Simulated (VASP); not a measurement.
Write the native input for VASP 6.6.1 that does the following.

| Property | Result |
| --- | --- |
| Task | electric field gradients |
| Functional | PBE |
| Potentials or basis | VASP PAW PBE potentials, release 64 (H) |
| Cutoff | 400 eV |
| k mesh | 13 × 13 × 7 |
| Occupations | fermi-dirac, width 0.01 eV |
| Spin | no spin polarisation |
| Dipole correction | no |
| Further INCAR settings | ALGO = Normal; EDIFF = 1e-08; NBANDS = 8 |

The structure of H lies in POSCAR:

```
H
1.0
    1.9742154190      0.0000000000      0.0000000000
   -0.9871077095      1.7097207054      0.0000000000
    0.0000000000      0.0000000000      3.1714823542
H
2
Direct
    0.3333333333      0.6666666667      0.2500000000
    0.6666666667      0.3333333333      0.7500000000
```

These files were run (other wordings do the same):

INCAR

```
PREC = Accurate
ENCUT = 400
EDIFF = 1E-8
ISMEAR = -1
SIGMA = 0.01
LREAL = False
LASPH = True
NELM = 120
ALGO = Normal
ISIF = 2
LWAVE = False
LCHARG = False
GGA = PE
LEFG = True
NBANDS = 8
GGA_COMPAT = False
```

KPOINTS

```
regular mesh
0
Gamma
  13 13 7
```

Potentials or basis: VASP PAW PBE potentials, release 64 (H).

Run with:

```bash
$ cat potpaw_PBE.64/H/POTCAR > POTCAR
$ mpirun -np 1 vasp_std > vasp.out
```

Results of the run:

| Item | Value |
| --- | --- |
| Pressure | -24.9 GPa |
| Band gap on the k mesh | zero (bands 1 and 2 overlap by 9.17 eV) |
| Largest electric field gradient by atom | H -0.07 V/Å² |

Caveat: the cell stands under tension; without QUAD_EFG the Cq values of the log hold for a quadrupole moment of 1 mb, not for the nuclei.

Wall time 3.2 s on 1 thread of Intel(R) Xeon(R) Platinum 8488C (Sapphire Rapids), with other jobs on the host, peak memory 0.1 GiB.
